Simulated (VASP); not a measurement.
# Ni (Im-3m) in VASP: notebook

Ni is run at these levels: PBE; tasks: single point.

Everything below comes from runs of VASP 6.6.1. Logs are shortened: lines on timing, memory, paths and dates and some standing lists are left out, and cuts for length are marked.

## 1. The cell of the first run

The structure is cubic, space group Im-3m (No. 229). The conventional cell has a = 2.830 Å, b = 2.830 Å, c = 2.830 Å, α = 90.00°, β = 90.00°, γ = 90.00°. Within 3.2 Å of Ni (site symmetry m-3m) lie 14 Ni at 2.45 to 2.83 Å.

## 2. Single point, PBE, collinear spin, ferromagnetic start

Input file INCAR:

```
SYSTEM = Ni
PREC = Accurate
ENCUT = 600
EDIFF = 1E-6
ISMEAR = -1
SIGMA = 0.1
LREAL = .FALSE.
LASPH = .TRUE.
NELM = 200
ALGO = Normal
ISIF = 2
LWAVE = .FALSE.
LCHARG = .FALSE.
ISPIN = 2
MAGMOM = 0.73
LORBIT = 11
LMAXMIX = 4
GGA = PE
NBANDS = 15
GGA_COMPAT = .FALSE.
```

Input file KPOINTS:

```
Automatic mesh
0
G
  8 8 8
  0 0 0
```

Input file POSCAR:

```
Ni
1.0
   -1.4151420000      1.4151420000      1.4151420000
    1.4151420000     -1.4151420000      1.4151420000
    1.4151420000      1.4151420000     -1.4151420000
Ni
1
Direct
    0.0000000000      0.0000000000      0.0000000000
```

Potentials or basis: VASP PAW PBE potentials, release 64 (Ni).

The run is started by

```bash
$ cat potpaw_PBE.64/Ni/POTCAR > POTCAR
$ mpirun -np 1 vasp_std > vasp.out
```

OUTCAR:

```text
SYSTEM = Ni
   PREC = Accurate
   ENCUT = 600
   EDIFF = 1E-6
   ISMEAR = -1
   LREAL = .FALSE.
   LASPH = .TRUE.
   NELM = 200
   ISIF = 2
   ISPIN = 2
   LORBIT = 11
   GGA = PE

 ion  position               nearest neighbor table
   1  0.000  0.000  0.000-

  LATTYP: Found a body centered cubic cell.
 ALAT       =     2.8302840000

  Lattice vectors:

 A1 = (  -1.4151420000,   1.4151420000,   1.4151420000)
 A2 = (   1.4151420000,  -1.4151420000,   1.4151420000)
 A3 = (   1.4151420000,   1.4151420000,  -1.4151420000)

Analysis of symmetry for initial positions (statically):
=====================================================================
 Subroutine PRICEL returns:
 Original cell was already a primitive cell.

 Routine SETGRP: Setting up the symmetry group for a
 body centered cubic supercell.

 Subroutine GETGRP returns: Found 48 space group operations
 (whereof 48 operations were pure point group operations)
 out of a pool of 48 trial point group operations.

The static configuration has the point symmetry O_h .

Analysis of symmetry for dynamics (positions and initial velocities):
=====================================================================
 Subroutine PRICEL returns:
 Original cell was already a primitive cell.

 Routine SETGRP: Setting up the symmetry group for a
 body centered cubic supercell.

 Subroutine GETGRP returns: Found 48 space group operations
 (whereof 48 operations were pure point group operations)
 out of a pool of 48 trial point group operations.

The dynamic configuration has the point symmetry O_h .

Analysis of structural, dynamic, and magnetic symmetry:
=====================================================================
 Subroutine PRICEL returns:
 Original cell was already a primitive cell.

 Routine SETGRP: Setting up the symmetry group for a
 body centered cubic supercell.

 Subroutine GETGRP returns: Found 48 space group operations
 (whereof 48 operations were pure point group operations)
 out of a pool of 48 trial point group operations.

The overall configuration has the point symmetry O_h .

 Subroutine INISYM returns: Found 48 space group operations
 (whereof 48 operations are pure point group operations),
 and found     1 'primitive' translations

----------------------------------------------------------------------------------------

                                     Primitive cell

  volume of cell :      11.3360

  direct lattice vectors                    reciprocal lattice vectors
    -1.415142000  1.415142000  1.415142000     0.000000000  0.353321433  0.353321433
     1.415142000 -1.415142000  1.415142000     0.353321433  0.000000000  0.353321433
     1.415142000  1.415142000 -1.415142000     0.353321433  0.353321433  0.000000000

  length of vectors
     2.451097844  2.451097844  2.451097844     0.499671963  0.499671963  0.499671963

  position of ions in fractional coordinates (direct lattice)
     0.000000000  0.000000000  0.000000000

  ion indices of the primitive-cell ions
   primitive index   ion index
                 1           1

----------------------------------------------------------------------------------------

 KPOINTS: Automatic mesh

Automatic generation of k-mesh.
 Grid dimensions read from file:
 generate k-points for:    8    8    8

 Generating k-lattice:

  Cartesian coordinates                     Fractional coordinates (reciprocal lattice)
     0.000000000  0.044165179  0.044165179     0.125000000  0.000000000  0.000000000
     0.044165179  0.000000000  0.044165179     0.000000000  0.125000000  0.000000000
     0.044165179  0.044165179  0.000000000     0.000000000  0.000000000  0.125000000

  Length of vectors
     0.062458995  0.062458995  0.062458995

  Shift w.r.t. Gamma in fractional coordinates (k-lattice)
     0.000000000  0.000000000  0.000000000

 Subroutine IBZKPT returns following result:
 ===========================================

 Found     29 irreducible k-points:

 Following reciprocal coordinates:
            Coordinates               Weight
  0.000000  0.000000  0.000000      1.000000
  0.125000  0.000000  0.000000     12.000000
  0.250000  0.000000  0.000000     12.000000
  0.375000  0.000000  0.000000     12.000000
  0.500000  0.000000  0.000000      6.000000
  0.125000  0.125000  0.000000     24.000000
[... 16 lines left out ...]
 -0.250000  0.250000  0.250000      6.000000
 -0.375000  0.375000  0.250000     24.000000
 [... further k-points ...]
   k-points           NKPTS =     29   k-points in BZ     NKDIM =     29   number of bands    NBANDS=     15
   number of dos      NEDOS =    301   number of ions     NIONS =      1
   total plane-waves  NPLWV =   8000
   dimension x,y,z NGX =    20 NGY =   20 NGZ =   20
   dimension x,y,z NGXF=    40 NGYF=   40 NGZF=   40
   ions per type =               1
   NGX,Y,Z   is equivalent  to a cutoff of  13.57, 13.57, 13.57 a.u.
   NGXF,Y,Z  is equivalent  to a cutoff of  27.13, 27.13, 27.13 a.u.
 SYSTEM =  Ni
   PREC   = accura    normal or accurate (medium, high low for compatibility)
   ISTART =      0    job   : 0-new  1-cont  2-samecut
   ICHARG =      2    charge: 1-file 2-atom 10-const
   ISPIN  =      2    spin polarized calculation?
   LNONCOLLINEAR =      F non collinear calculations
   LSORBIT =      F    spin-orbit coupling
   LASPH  =      T    aspherical Exc in radial PAW
   ENCUT  =  600.0 eV  44.10 Ry    6.64 a.u.   4.90  4.90  4.90*2*pi/ulx,y,z
   NELM   =    200;   NELMIN=  2; NELMDL= -5     # of ELM steps
   EDIFF  = 0.1E-05   stopping-criterion for ELM
   LREAL  =      F    real-space projection
   EDIFFG = 0.1E-04   stopping-criterion for IOM
   NSW    =      0    number of steps for IOM
   IBRION =     -1    ionic relax: 0-MD 1-quasi-New 2-CG
   NFREE  =      0    steps in history (QN), initial steepest desc. (CG)
   ISIF   =      2    stress and relaxation
   ISYM   =      2    0-nonsym 1-usesym 2-fastsym
   POTIM  = 0.5000    time-step for ionic-motion
   TEBEG  =    0.0;   TEEND  =   0.0 temperature during run
   PSTRESS=    0.0 pullay stress
   NELECT =      10.0000    total number of electrons
   NUPDOWN=      -1.0000    fix difference up-down
   EMIN   =  10.00;   EMAX   =-10.00  energy-range for DOS
   EFERMI =   0.00;   METHOD = LEGACY
   ISMEAR =    -1;   SIGMA  =   0.10  broadening in eV -4-tet -1-fermi 0-gaus
   EFERMI_NEDOS =   21; number of points for ismear=-14 and -15
   IALGO  =     38    algorithm
   IMIX   =      4    mixing-type and parameters
     AMIX     =   0.40;   BMIX     =  1.00
     AMIX_MAG =   1.60;   BMIX_MAG =  1.00
  volume/ion in A,a.u.               =      11.34        76.50
  Fermi-wavevector in a.u.,A,eV,Ry     =   1.570079  2.967019 33.540372  2.465148
  Thomas-Fermi vector in A             =   2.671866
   LORBIT       =     11    0 simple, 1 ext, 2 COOP (PROOUT), +10 PAW based schemes
   GGA     = PE    functional components
   LHFCALC =     F    Hartree Fock is set to
   AEXX    =    0.0000 exact exchange contribution
   IVDW    =     0    specifies the selected vdW correction
   LEPSILON=     F    determine dielectric tensor
   LRPA    =     F    only Hartree local field effects (RPA)
 spin polarized calculation
  energy-cutoff  :      600.00
  volume of cell :       11.34
 maximum number of plane-waves:       386
   NGX =  9   NGY =  9   NGZ =  9

 number of electron      10.0000000 magnetization       0.7300000

 number of electron       9.9999994 magnetization       0.5783310

 Free energy of the ion-electron system (eV)
  ---------------------------------------------------
  ext. energy  EPLUGINS =         0.00000000
  ---------------------------------------------------
  free energy    TOTEN  =        -5.39588007 eV

  energy without entropy =       -5.33870125  energy(sigma->0) =       -5.36729066

 E-fermi :   8.7449     XC(G=0): -13.0085

 val. band max:        8.7398030846   @ k =   0.5000   0.5000   0.3750
 cond. band min:       8.7471184696   @ k =  -0.2500   0.2500   0.2500
 fundamental gap:      0.0073153850
 Fermi energy:         8.7448601786

 spin component 1

 k-point     1 :       0.0000    0.0000    0.0000
  band No.  band energies     occupation
      1       0.0763      1.00000
      2       6.4937      1.00000
      3       6.4937      1.00000
      4       6.4937      1.00000
      5       7.8371      0.99989
      6       7.8371      0.99989
      7      34.7156      0.00000
      8      34.7156      0.00000
      9      34.7156      0.00000
     10      39.3376      0.00000
     11      39.3376      0.00000
     12      39.9332      0.00000
     13      39.9332      0.00000
     14      39.9332      0.00000
     15      40.9105      0.00000

 k-point     2 :       0.1250    0.0000    0.0000
  band No.  band energies     occupation
      1       0.6957      1.00000
      2       6.3625      1.00000
      3       6.4779      1.00000
      4       6.7625      1.00000
      5       7.7205      0.99996
      6       7.8485      0.99987
      7      30.4427      0.00000
      8      33.2593      0.00000
      9      33.9146      0.00000
     10      35.7429      0.00000
     11      36.8511      0.00000
     12      37.7914      0.00000
     13      41.2639      0.00000
     14      42.9284      0.00000
     15      44.6482      0.00000
[... 365 lines left out ...]
      3       6.8459      1.00000
      4       6.8459      1.00000
      5       7.4326      1.00000
      6       8.7471      0.49435
      7      25.0353      0.00000
      8      25.0353      0.00000
      9      26.2936      0.00000
     10      28.0705      0.00000
     11      42.6433      0.00000
     12      42.6433      0.00000
     13      43.0773      0.00000
     14      44.3964      0.00000
     15      48.6062      0.00000

 k-point    24 :      -0.3750    0.3750    0.2500
  band No.  band energies     occupation
      1       5.0413      1.00000
      2       5.7300      1.00000
      3       6.8602      1.00000
      4       7.2460      1.00000
      5       8.1013      0.99840
      6      10.5344      0.00000
      7      19.7350      0.00000
      8      22.7349      0.00000
      9      25.8933      0.00000
     10      29.2506      0.00000
     11      38.5906      0.00000
     12      41.3344      0.00000
     13      43.8033      0.00000
     14      49.3440      0.00000
     15      52.6705      0.00000

 [... further k-points ...]

 spin component 2

 k-point     1 :       0.0000    0.0000    0.0000
  band No.  band energies     occupation
      1       0.0621      1.00000
      2       7.1956      1.00000
      3       7.1956      1.00000
      4       7.1956      1.00000
      5       8.3385      0.98311
      6       8.3385      0.98311
      7      34.6066      0.00000
      8      34.6066      0.00000
      9      34.6066      0.00000
     10      39.2642      0.00000
     11      39.2642      0.00000
     12      40.1207      0.00000
     13      40.1207      0.00000
     14      40.1207      0.00000
     15      41.0665      0.00000

 k-point     2 :       0.1250    0.0000    0.0000
  band No.  band energies     occupation
      1       0.6826      1.00000
      2       7.0543      1.00000
      3       7.1654      1.00000
      4       7.4747      1.00000
      5       8.2208      0.99473
      6       8.3508      0.98094
      7      30.4558      0.00000
      8      33.1888      0.00000
      9      33.8842      0.00000
     10      35.9166      0.00000
     11      36.9556      0.00000
     12      37.8011      0.00000
     13      41.2576      0.00000
     14      43.0169      0.00000
     15      44.7165      0.00000
[... 365 lines left out ...]
      3       7.5319      0.99999
      4       7.5319      0.99999
      5       8.1769      0.99660
      6       9.1781      0.01296
      7      25.1775      0.00000
      8      25.1775      0.00000
      9      26.3072      0.00000
     10      28.1190      0.00000
     11      42.6631      0.00000
     12      42.6631      0.00000
     13      43.1829      0.00000
     14      44.4796      0.00000
     15      48.7922      0.00000

 k-point    24 :      -0.3750    0.3750    0.2500
  band No.  band energies     occupation
      1       5.2794      1.00000
      2       6.1107      1.00000
      3       7.5479      0.99999
      4       7.9085      0.99977
      5       8.8738      0.21598
      6      10.8041      0.00000
      7      19.8851      0.00000
      8      22.8610      0.00000
      9      25.9371      0.00000
     10      29.3018      0.00000
     11      38.6865      0.00000
     12      41.4087      0.00000
     13      43.8665      0.00000
     14      49.3852      0.00000
     15      53.0248      0.00000

 [... further k-points ...]
[... 5 lines left out ...]
  --------------------------------------------------------------------------------------
  -------------------------------------------------------------------------------------
  Total       -0.3507200     -0.3507200     -0.3507200     -0.0000000      0.0000000      0.0000000
  in kB      -49.5691055    -49.5691055    -49.5691055     -0.0000000      0.0000000      0.0000000
  external PRESSURE =     -49.5691055 kB  Pullay stress =       0.0000000 kB

 VOLUME and BASIS-vectors are now :
 -----------------------------------------------------------------------------
  energy-cutoff  :      600.00
  volume of cell :       11.34
      direct lattice vectors                 reciprocal lattice vectors
    -1.415142000  1.415142000  1.415142000     0.000000000  0.353321433  0.353321433
     1.415142000 -1.415142000  1.415142000     0.353321433  0.000000000  0.353321433
     1.415142000  1.415142000 -1.415142000     0.353321433  0.353321433  0.000000000

 POSITION                                       TOTAL-FORCE (eV/Angst)
 -----------------------------------------------------------------------------------
      0.00000      0.00000      0.00000         0.000000     -0.000000     -0.000000
 -----------------------------------------------------------------------------------
    total drift:                                0.000000     -0.000000      0.000000

  FREE ENERGIE OF THE ION-ELECTRON SYSTEM (eV)
  ---------------------------------------------------
  free  energy   TOTEN  =        -5.3958800692 eV

  energy  without entropy=       -5.3387012469  energy(sigma->0) =       -5.36729066

 total charge

# of ion       s       p       d       tot
------------------------------------------
    1        0.475   0.452   8.318   9.246

 magnetization (x)

# of ion       s       p       d       tot
------------------------------------------
    1       -0.005  -0.016   0.610   0.589
```

Run time: 23 s. Hardware: 1 thread of Intel Xeon 8259CL, shared host; peak memory 0.13 GiB.

What came out:

| Property | Result |
| --- | --- |
| Free energy | -5.3959 eV |
| Pressure | -5.0 GPa |
| Net moment | 0.58 μB per cell |
| Site moments | Ni +0.59 μB |
| Valence electrons inside the program's atomic spheres | Ni 9.25 |

Caveat: the k points lie up to 0.39 Å⁻¹ apart.

## 3. Single point, PBE, collinear spin, ferromagnetic start

Input file INCAR:

```
SYSTEM = Ni
PREC = Accurate ; ENCUT = 600
EDIFF = 1E-6 ; ISMEAR = -1
SIGMA = 0.1 ; LREAL = .False.
LASPH = .True. ; NELM = 200
ALGO = Normal ; ISIF = 2
LWAVE = .False. ; LCHARG = .False.
ISPIN = 2 ; MAGMOM = -0.73
LORBIT = 11 ; LMAXMIX = 4
GGA = PE ; NBANDS = 15
GGA_COMPAT = .False.
```

Input file KPOINTS:

```
Automatic mesh
0
Gamma
  8 8 8
  0 0 0
```

POSCAR is that of step 2.

Potentials or basis: VASP PAW PBE potentials, release 64 (Ni).

The run is started by

```bash
$ cat potpaw_PBE.64/Ni/POTCAR > POTCAR
$ mpirun -np 1 vasp_std > vasp.out
```

Wall time 18 s (1 thread of Intel Xeon 8259CL, shared host); peak memory 0.14 GiB.

Results (log left out):

```yaml
Free_energy: -5.3959 eV
Pressure: -5.0 GPa
Net_moment: -0.58 μB per cell
Site_moments: Ni -0.59 μB
Valence_electrons_inside_the_program's_atomic_spheres: Ni 9.25
```

Levels at points of the mesh, in eV from the Fermi level:
Spin up:
```
           k point  band 1  band 2  band 3  band 4  band 5  band 6  band 7  band 8  band 9  band 10
(0.00, 0.00, 0.00)   -8.68   -1.55   -1.55   -1.55   -0.41   -0.41   25.86   25.86   25.86    30.52
(0.50, 0.00, 0.00)   -4.06   -2.47   -0.41   -0.25    0.24    0.65    6.48   18.61   19.49    23.26
(0.50, 0.50, 0.50)   -3.66   -3.66    0.43    0.43    0.43    9.51    9.51    9.51   15.32    15.32
```
Spin down:
```
           k point  band 3  band 4  band 5  band 6  band 7  band 8
(0.00, 0.00, 0.00)   -2.25   -2.25   -0.91   -0.91   25.97   25.97
(0.50, 0.00, 0.00)   -0.99   -0.77   -0.15    0.28    6.12   18.68
(0.50, 0.50, 0.50)   -0.36   -0.36   -0.36    9.48    9.48    9.48
```

Caveat: the k points lie up to 0.39 Å⁻¹ apart.
